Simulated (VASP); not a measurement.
# GaN in VASP: further runs

Runs on GaN. Level: PBE. Tasks: single point.

Everything below comes from runs of VASP 6.6.1. Logs are shortened: lines on timing, memory, paths and dates and some standing lists are left out, and cuts for length are marked.

## 1. The cell of the first run

Symmetry: Fm-3m, No. 225, cubic system. Conventional cell: a = 4.217 Å, b = 4.217 Å, c = 4.217 Å, α = 90.00°, β = 90.00°, γ = 90.00°. Ga (site symmetry m-3m) has 6 N at 2.11 Å within 2.8 Å. Within 2.8 Å of N (site symmetry m-3m) lie 6 Ga at 2.11 Å.

## 2. Single point, PBE

INCAR reads:

```
PREC = Accurate
ENCUT = 520
EDIFF = 1E-6
ISMEAR = 0
SIGMA = 0.01
LREAL = False
LASPH = True
NELM = 100
ALGO = Normal
ISIF = 2
LWAVE = False
LCHARG = True
GGA = PE
LELF = True
LVHAR = True
NBANDS = 16
```

KPOINTS reads:

```
regular mesh
0
Gamma
  6 6 6
```

POSCAR reads:

```
GaN
1.0
    0.0000000000      2.1085152370      2.1085152370
    2.1085152370      0.0000000000      2.1085152370
    2.1085152370      2.1085152370      0.0000000000
Ga N
1 1
Direct
    0.0000000000      0.0000000000      0.0000000000
    0.5000000000      0.5000000000      0.5000000000
```

Potentials or basis: VASP PAW PBE potentials, release 64 (Ga_d, N).

The run is started by

```
$ cat potpaw_PBE.64/Ga_d/POTCAR potpaw_PBE.64/N/POTCAR > POTCAR
$ mpirun -np 1 vasp_std > vasp.out
```

OUTCAR:

```text
PREC = Accurate
   ENCUT = 520
   EDIFF = 1E-6
   ISMEAR = 0
   LREAL = False
   LASPH = True
   NELM = 100
   ISIF = 2
   GGA = PE

 ion  position               nearest neighbor table
   1  0.000  0.000  0.000-   2 2.11   2 2.11   2 2.11   2 2.11   2 2.11   2 2.11
   2  0.500  0.500  0.500-   1 2.11   1 2.11   1 2.11   1 2.11   1 2.11   1 2.11

  LATTYP: Found a face centered cubic cell.
 ALAT       =     4.2170304740

  Lattice vectors:

 A1 = (   0.0000000000,   2.1085152370,   2.1085152370)
 A2 = (   2.1085152370,   0.0000000000,   2.1085152370)
 A3 = (   2.1085152370,   2.1085152370,   0.0000000000)

Analysis of symmetry for initial positions (statically):
=====================================================================
 Subroutine PRICEL returns:
 Original cell was already a primitive cell.

 Routine SETGRP: Setting up the symmetry group for a
 face centered cubic supercell.

 Subroutine GETGRP returns: Found 48 space group operations
 (whereof 48 operations were pure point group operations)
 out of a pool of 48 trial point group operations.

The static configuration has the point symmetry O_h .

Analysis of symmetry for dynamics (positions and initial velocities):
=====================================================================
 Subroutine PRICEL returns:
 Original cell was already a primitive cell.

 Routine SETGRP: Setting up the symmetry group for a
 face centered cubic supercell.

 Subroutine GETGRP returns: Found 48 space group operations
 (whereof 48 operations were pure point group operations)
 out of a pool of 48 trial point group operations.

The dynamic configuration has the point symmetry O_h .

 Subroutine INISYM returns: Found 48 space group operations
 (whereof 48 operations are pure point group operations),
 and found     1 'primitive' translations

----------------------------------------------------------------------------------------

                                     Primitive cell

  volume of cell :      18.7482

  direct lattice vectors                    reciprocal lattice vectors
     0.000000000  2.108515237  2.108515237    -0.237133691  0.237133691  0.237133691
     2.108515237  0.000000000  2.108515237     0.237133691 -0.237133691  0.237133691
     2.108515237  2.108515237  0.000000000     0.237133691  0.237133691 -0.237133691

  length of vectors
     2.981890845  2.981890845  2.981890845     0.410727600  0.410727600  0.410727600

  position of ions in fractional coordinates (direct lattice)
     0.000000000  0.000000000  0.000000000
     0.500000000  0.500000000  0.500000000

  ion indices of the primitive-cell ions
   primitive index   ion index
                 1           1
                 2           2

----------------------------------------------------------------------------------------

 KPOINTS: regular mesh

Automatic generation of k-mesh.
 Grid dimensions read from file:
 generate k-points for:    6    6    6

 Generating k-lattice:

  Cartesian coordinates                     Fractional coordinates (reciprocal lattice)
    -0.039522282  0.039522282  0.039522282     0.166666667  0.000000000  0.000000000
     0.039522282 -0.039522282  0.039522282     0.000000000  0.166666667  0.000000000
     0.039522282  0.039522282 -0.039522282     0.000000000  0.000000000  0.166666667

  Length of vectors
     0.068454600  0.068454600  0.068454600

  Shift w.r.t. Gamma in fractional coordinates (k-lattice)
     0.000000000  0.000000000  0.000000000

 Subroutine IBZKPT returns following result:
 ===========================================

 Found     16 irreducible k-points:

 Following reciprocal coordinates:
            Coordinates               Weight
  0.000000  0.000000  0.000000      1.000000
  0.166667  0.000000  0.000000      8.000000
  0.333333  0.000000  0.000000      8.000000
  0.500000  0.000000  0.000000      4.000000
  0.166667  0.166667  0.000000      6.000000
  0.333333  0.166667  0.000000     24.000000
[... 8 lines left out ...]
 -0.333333  0.333333  0.166667     24.000000
 -0.333333  0.500000  0.166667     12.000000
   k-points           NKPTS =     16   k-points in BZ     NKDIM =     16   number of bands    NBANDS=     16
   number of dos      NEDOS =    301   number of ions     NIONS =      2
   total plane-waves  NPLWV =  13824
   dimension x,y,z NGX =    24 NGY =   24 NGZ =   24
   dimension x,y,z NGXF=    48 NGYF=   48 NGZF=   48
   ions per type =               1   1
   NGX,Y,Z   is equivalent  to a cutoff of  13.38, 13.38, 13.38 a.u.
   NGXF,Y,Z  is equivalent  to a cutoff of  26.76, 26.76, 26.76 a.u.
 SYSTEM =  unknown system
   PREC   = accura    normal or accurate (medium, high low for compatibility)
   ISTART =      0    job   : 0-new  1-cont  2-samecut
   ICHARG =      2    charge: 1-file 2-atom 10-const
   ISPIN  =      1    spin polarized calculation?
   LNONCOLLINEAR =      F non collinear calculations
   LSORBIT =      F    spin-orbit coupling
   LASPH  =      T    aspherical Exc in radial PAW
   ENCUT  =  520.0 eV  38.22 Ry    6.18 a.u.   5.54  5.54  5.54*2*pi/ulx,y,z
   NELM   =    100;   NELMIN=  2; NELMDL= -5     # of ELM steps
   EDIFF  = 0.1E-05   stopping-criterion for ELM
   LREAL  =      F    real-space projection
   EDIFFG = 0.1E-04   stopping-criterion for IOM
   NSW    =      0    number of steps for IOM
   IBRION =     -1    ionic relax: 0-MD 1-quasi-New 2-CG
   NFREE  =      0    steps in history (QN), initial steepest desc. (CG)
   ISIF   =      2    stress and relaxation
   ISYM   =      2    0-nonsym 1-usesym 2-fastsym
   POTIM  = 0.5000    time-step for ionic-motion
   TEBEG  =    0.0;   TEEND  =   0.0 temperature during run
   PSTRESS=    0.0 pullay stress
   NELECT =      18.0000    total number of electrons
   NUPDOWN=      -1.0000    fix difference up-down
   EMIN   =  10.00;   EMAX   =-10.00  energy-range for DOS
   EFERMI =   0.00;   METHOD = LEGACY
   ISMEAR =     0;   SIGMA  =   0.01  broadening in eV -4-tet -1-fermi 0-gaus
   EFERMI_NEDOS =   21; number of points for ismear=-14 and -15
   IALGO  =     38    algorithm
   IMIX   =      4    mixing-type and parameters
     AMIX     =   0.40;   BMIX     =  1.00
     AMIX_MAG =   1.60;   BMIX_MAG =  1.00
  volume/ion in A,a.u.               =       9.37        63.26
  Fermi-wavevector in a.u.,A,eV,Ry     =   1.615024  3.051952 35.488101  2.608302
  Thomas-Fermi vector in A             =   2.709838
   LORBIT       =      0    0 simple, 1 ext, 2 COOP (PROOUT), +10 PAW based schemes
   GGA     = PE    functional components
   LHFCALC =     F    Hartree Fock is set to
   AEXX    =    0.0000 exact exchange contribution
   IVDW    =     0    specifies the selected vdW correction
   LEPSILON=     F    determine dielectric tensor
   LRPA    =     F    only Hartree local field effects (RPA)
 non-spin polarized calculation
 Gauss-broadening in eV      SIGMA  =   0.01
  energy-cutoff  :      520.00
  volume of cell :       18.75
 maximum number of plane-waves:       531
 NGX is ok and might be reduce to    24
   NGX = 11   NGY = 11   NGZ = 11

 number of electron      18.0000008 magnetization

 Free energy of the ion-electron system (eV)
  ---------------------------------------------------
  ext. energy  EPLUGINS =         0.00000000
  ---------------------------------------------------
  free energy    TOTEN  =       -11.17247735 eV

  energy without entropy =      -11.17247735  energy(sigma->0) =      -11.17247735

 E-fermi :   8.0860     XC(G=0): -13.1173

 val. band max:        8.0032236167   @ k =  -0.1667   0.1667   0.0000
 cond. band min:       8.6184359078   @ k =   0.5000   0.5000   0.0000
 fundamental gap:      0.6152122911
 Fermi energy:         8.0859608482

 k-point     1 :       0.0000    0.0000    0.0000
  band No.  band energies     occupation
      1      -9.3803      2.00000
      2      -6.0091      2.00000
      3      -6.0091      2.00000
      4      -6.0091      2.00000
      5      -5.9128      2.00000
      6      -5.9128      2.00000
[... 8 lines left out ...]
     15      23.9028      0.00000
     16      24.0976      0.00000

 k-point     2 :       0.1667    0.0000    0.0000
  band No.  band energies     occupation
      1      -8.8433      2.00000
      2      -6.0300      2.00000
      3      -6.0074      2.00000
      4      -6.0074      2.00000
      5      -5.9225      2.00000
      6      -5.9225      2.00000
[... 8 lines left out ...]
     15      24.6243      0.00000
     16      24.6243      0.00000

 k-point     3 :       0.3333    0.0000    0.0000
  band No.  band energies     occupation
      1      -7.4277      2.00000
      2      -6.1127      2.00000
      3      -6.1127      2.00000
      4      -6.0746      2.00000
      5      -5.8300      2.00000
      6      -5.8300      2.00000
[... 8 lines left out ...]
     15      27.6368      0.00000
     16      27.6368      0.00000

 k-point     4 :       0.5000    0.0000    0.0000
  band No.  band energies     occupation
      1      -6.2252      2.00000
      2      -6.2111      2.00000
      3      -6.1704      2.00000
      4      -6.1704      2.00000
      5      -5.7772      2.00000
      6      -5.7772      2.00000
[... 8 lines left out ...]
     15      31.2168      0.00000
     16      31.2168      0.00000

 k-point     5 :       0.1667    0.1667    0.0000
  band No.  band energies     occupation
      1      -8.7082      2.00000
      2      -6.0554      2.00000
      3      -5.9946      2.00000
      4      -5.9502      2.00000
      5      -5.9502      2.00000
      6      -5.8847      2.00000
[... 8 lines left out ...]
     15      28.2185      0.00000
     16      28.2185      0.00000

 k-point     6 :       0.3333    0.1667    0.0000
  band No.  band energies     occupation
      1      -7.8046      2.00000
      2      -6.0923      2.00000
      3      -5.9936      2.00000
      4      -5.9838      2.00000
      5      -5.8099      2.00000
      6      -5.7143      2.00000
[... 8 lines left out ...]
     15      28.7208      0.00000
     16      29.9704      0.00000

 k-point     7 :       0.5000    0.1667    0.0000
  band No.  band energies     occupation
      1      -7.0569      2.00000
      2      -6.1369      2.00000
      3      -6.0804      2.00000
      4      -5.9429      2.00000
      5      -5.7676      2.00000
      6      -4.9800      2.00000
[... 8 lines left out ...]
     15      28.9986      0.00000
     16      31.4873      0.00000

 k-point     8 :      -0.3333    0.1667    0.0000
  band No.  band energies     occupation
      1      -7.0828      2.00000
      2      -6.1373      2.00000
      3      -6.1126      2.00000
      4      -5.9849      2.00000
      5      -5.8308      2.00000
      6      -5.2709      2.00000
[... 8 lines left out ...]
     15      27.2283      0.00000
     16      29.1726      0.00000

 k-point     9 :      -0.1667    0.1667    0.0000
  band No.  band energies     occupation
      1      -8.0660      2.00000
      2      -6.0624      2.00000
      3      -6.0550      2.00000
      4      -6.0476      2.00000
      5      -5.9290      2.00000
      6      -5.7549      2.00000
[... 8 lines left out ...]
     15      26.0262      0.00000
     16      28.0622      0.00000

 k-point    10 :       0.3333    0.3333    0.0000
  band No.  band energies     occupation
      1      -7.8024      2.00000
      2      -6.1488      2.00000
      3      -5.8284      2.00000
      4      -5.8077      2.00000
      5      -5.8077      2.00000
      6      -5.0367      2.00000
[... 8 lines left out ...]
     15      32.6419      0.00000
     16      35.3742      0.00000

 k-point    11 :       0.5000    0.3333    0.0000
  band No.  band energies     occupation
      1      -7.6094      2.00000
      2      -6.1475      2.00000
      3      -5.8911      2.00000
      4      -5.8169      2.00000
      5      -5.7447      2.00000
      6      -3.7911      2.00000
[... 8 lines left out ...]
     15      33.2066      0.00000
     16      34.5348      0.00000

 k-point    12 :      -0.3333    0.3333    0.0000
  band No.  band energies     occupation
      1      -7.3136      2.00000
      2      -6.0865      2.00000
      3      -6.0086      2.00000
      4      -5.9301      2.00000
      5      -5.7855      2.00000
      6      -3.8934      2.00000
[... 8 lines left out ...]
     15      29.2739      0.00000
     16      31.5503      0.00000

 k-point    13 :       0.5000    0.5000    0.0000
  band No.  band energies     occupation
      1      -7.7907      2.00000
      2      -6.1958      2.00000
      3      -5.8003      2.00000
      4      -5.7220      2.00000
      5      -5.7220      2.00000
      6      -2.9848      2.00000
[... 8 lines left out ...]
     15      35.6569      0.00000
     16      36.1542      0.00000

 k-point    14 :       0.5000    0.3333    0.1667
  band No.  band energies     occupation
      1      -7.4279      2.00000
      2      -6.0834      2.00000
      3      -6.0229      2.00000
      4      -5.9018      2.00000
      5      -5.8073      2.00000
      6      -4.8036      2.00000
[... 8 lines left out ...]
     15      30.0718      0.00000
     16      32.4248      0.00000

 k-point    15 :      -0.3333    0.3333    0.1667
  band No.  band energies     occupation
      1      -7.3131      2.00000
      2      -6.0806      2.00000
      3      -5.9897      2.00000
      4      -5.9814      2.00000
      5      -5.7580      2.00000
      6      -3.8845      2.00000
[... 8 lines left out ...]
     15      26.8088      0.00000
     16      34.1070      0.00000

 k-point    16 :      -0.3333    0.5000    0.1667
  band No.  band energies     occupation
      1      -7.5499      2.00000
      2      -6.1089      2.00000
      3      -5.9318      2.00000
      4      -5.8777      2.00000
      5      -5.7219      2.00000
      6      -3.1597      2.00000
[... 8 lines left out ...]
     15      29.8657      0.00000
     16      35.8385      0.00000

------------------------ aborting loop because EDIFF is reached ----------------------------------------

  FORCE on cell =-STRESS in cart. coord.  units (eV):
  Direction    XX          YY          ZZ          XY          YZ          ZX
  --------------------------------------------------------------------------------------
  -------------------------------------------------------------------------------------
  Total        1.0447829      1.0447829      1.0447829      0.0000000      0.0000000      0.0000000
  in kB       89.2845674     89.2845674     89.2845674      0.0000000      0.0000000      0.0000000
  external PRESSURE =      89.2845674 kB  Pullay stress =       0.0000000 kB

 VOLUME and BASIS-vectors are now :
 -----------------------------------------------------------------------------
  energy-cutoff  :      520.00
  volume of cell :       18.75
      direct lattice vectors                 reciprocal lattice vectors
     0.000000000  2.108515237  2.108515237    -0.237133691  0.237133691  0.237133691
     2.108515237  0.000000000  2.108515237     0.237133691 -0.237133691  0.237133691
     2.108515237  2.108515237  0.000000000     0.237133691  0.237133691 -0.237133691

 POSITION                                       TOTAL-FORCE (eV/Angst)
 -----------------------------------------------------------------------------------
      0.00000      0.00000      0.00000        -0.000000      0.000000      0.000000
      2.10852      2.10852      2.10852         0.000000     -0.000000     -0.000000
 -----------------------------------------------------------------------------------
    total drift:                                0.000000     -0.000000     -0.000000

  FREE ENERGIE OF THE ION-ELECTRON SYSTEM (eV)
  ---------------------------------------------------
  free  energy   TOTEN  =       -11.1724773482 eV

  energy  without entropy=      -11.1724773482  energy(sigma->0) =      -11.17247735
```

Run time: 3.9 s. Hardware: 1 thread of Intel Xeon Platinum 8488C (Sapphire Rapids), shared host; peak memory 0.13 GiB.

Results:

```yaml
Free_energy: -11.1725 eV
Pressure: 8.9 GPa
Band_gap_on_the_k_mesh: 0.62 eV, indirect (least direct gap 2.83 eV)
```

Levels at points of the mesh, in eV from the valence-band top:
```tsv
k point	band 6	band 7	band 8	band 9	band 10	band 11	band 12	band 13
(0.00, 0.00, 0.00)	-13.92	-0.53	-0.53	-0.53	2.30	14.74	14.74	14.74
(0.50, 0.00, 0.00)	-13.78	-8.30	-0.18	-0.18	4.71	9.12	9.12	9.49
(0.50, 0.50, 0.00)	-10.99	-7.19	-3.08	-3.08	0.62	7.82	11.98	14.58
```

Caveat: the k points lie up to 0.43 Å⁻¹ apart. Expect the measured gap to be larger: semilocal functionals such as PBE lack the derivative discontinuity.

## 3. Single point, PBE (strain +1.0%)

INCAR reads:

```
SYSTEM = GaN
PREC = Accurate ; ENCUT = 520
EDIFF = 1E-6 ; ISMEAR = 0
SIGMA = 0.01 ; LREAL = .FALSE.
LASPH = .TRUE. ; NELM = 100
ALGO = Normal ; ISIF = 2
LWAVE = .FALSE. ; LCHARG = .TRUE.
GGA = PE ; LELF = .TRUE.
LVHAR = .TRUE. ; NBANDS = 16
```

KPOINTS reads:

```
regular mesh
0
G
  6 6 6
  0 0 0
```

POSCAR reads:

```
GaN
1.0
    0.0000000000      2.1296003894      2.1296003894
    2.1296003894      0.0000000000      2.1296003894
    2.1296003894      2.1296003894      0.0000000000
Ga N
1 1
Direct
    0.0000000000      0.0000000000      0.0000000000
    0.5000000000      0.5000000000      0.5000000000
```

Potentials or basis: VASP PAW PBE potentials, release 64 (Ga_d, N).

The run is started by

```
$ cat potpaw_PBE.64/Ga_d/POTCAR potpaw_PBE.64/N/POTCAR > POTCAR
$ mpirun -np 1 vasp_std > vasp.out
```

Wall time 4.1 s (1 thread of Intel Xeon Platinum 8488C (Sapphire Rapids), shared host); peak memory 0.13 GiB.

It converged, with:

| Quantity | Value |
| --- | --- |
| Free energy | -11.1918 eV |
| Pressure | 1.9 GPa |
| Band gap on the k mesh | 0.43 eV, indirect (least direct gap 2.46 eV) |

Levels at points of the mesh, in eV from the valence-band top:
```csv
k point,band 5,band 6,band 7,band 8,band 9,band 10,band 11,band 12,band 13,band 14
"(0.00, 0.00, 0.00)",-13.94,-13.94,-0.50,-0.50,-0.50,1.96,14.57,14.57,14.57,15.47
"(0.50, 0.00, 0.00)",-13.81,-13.81,-8.15,-0.18,-0.18,4.58,8.94,8.94,9.09,16.12
"(0.50, 0.50, 0.00)",-13.76,-11.06,-6.96,-2.97,-2.97,0.43,7.78,11.68,14.19,14.19
```

Caveat: the k points lie up to 0.43 Å⁻¹ apart; the cell differs from its parent crystal (strain +1.0%). A k mesh can miss the band edges.

## 4. Single point, PBE (epitaxial xy strain -4.0%)

INCAR reads:

```
PREC = Accurate
ENCUT = 520
EDIFF = 1E-6
ISMEAR = 0
SIGMA = 0.01
LREAL = F
LASPH = T
NELM = 100
ALGO = Normal
ISIF = 2
LWAVE = F
LCHARG = F
GGA = PE
NBANDS = 16
```

KPOINTS reads:

```
Automatic mesh
0
Gamma
  6 6 6
```

POSCAR reads:

```
GaN
1.0
    0.0000000000      2.0241746275      2.2029881915
    2.0241746275      0.0000000000      2.2029881915
    2.0241746275      2.0241746275      0.0000000000
Ga N
1 1
Direct
    0.0000000000      0.0000000000      0.0000000000
    0.5000000000      0.5000000000      0.5000000000
```

The run is started by

```
$ cat potpaw_PBE.64/Ga_d/POTCAR potpaw_PBE.64/N/POTCAR > POTCAR
$ mpirun -np 1 vasp_std > vasp.out
```

Run time: 5.2 s. Hardware: 1 thread of Intel Xeon Platinum 8488C (Sapphire Rapids), shared host; peak memory 0.13 GiB.

It converged, with:

```yaml
Free_energy: -11.0443 eV
Pressure: 22.2 GPa
Band_gap_on_the_k_mesh: 0.58 eV, indirect (least direct gap 2.96 eV)
```

Stress tensor (GPa, compression positive):
```
29.18  0.00  0.00
 0.00 29.18  0.00
 0.00  0.00  8.15
```

Levels at points of the mesh, in eV from the valence-band top:
| k point | band 7 | band 8 | band 9 | band 10 | band 11 | band 12 |
| --- | --- | --- | --- | --- | --- | --- |
| (0.00, 0.00, 0.00) | -0.90 | -0.90 | -0.24 | 2.73 | 14.18 | 14.53 |
| (0.50, 0.00, 0.00) | -8.58 | -0.52 | -0.01 | 4.58 | 8.79 | 10.00 |
| (0.50, 0.50, 0.00) | -7.70 | -2.96 | -2.96 | 1.55 | 8.51 | 11.58 |
| (0.50, 0.00, 0.50) | -7.51 | -4.07 | -2.86 | 0.58 | 7.53 | 12.62 |

Caveat: the k points lie up to 0.44 Å⁻¹ apart; the cell differs from its parent crystal (epitaxial xy strain -4.0%). A k mesh can miss the band edges.

## 5. Summary

| cell | gap on the mesh (eV) | pressure (GPa) |
| --- | --- | --- |
| a = 2.982 Å, angles 60.0°, 2 atoms | 0.62 | 8.9 |
| a = 3.012 Å, angles 60.0°, 2 atoms | 0.43 | 1.9 |
| a = 2.992, b = 2.992, c = 2.863 Å, angles 61.4, 61.4, 57.2°, 2 atoms | 0.58 | 22.2 |

Alike in all rows: task single point; level PBE; potentials or basis VASP PAW PBE potentials, release 64 (Ga_d, N); no spin polarisation; k mesh 6 × 6 × 6; cutoff (eV) 520; smearing gaussian 0.01 eV.

Caveats: all runs use coarse meshes.

Absolute energies hang on the potentials; compare differences alone.
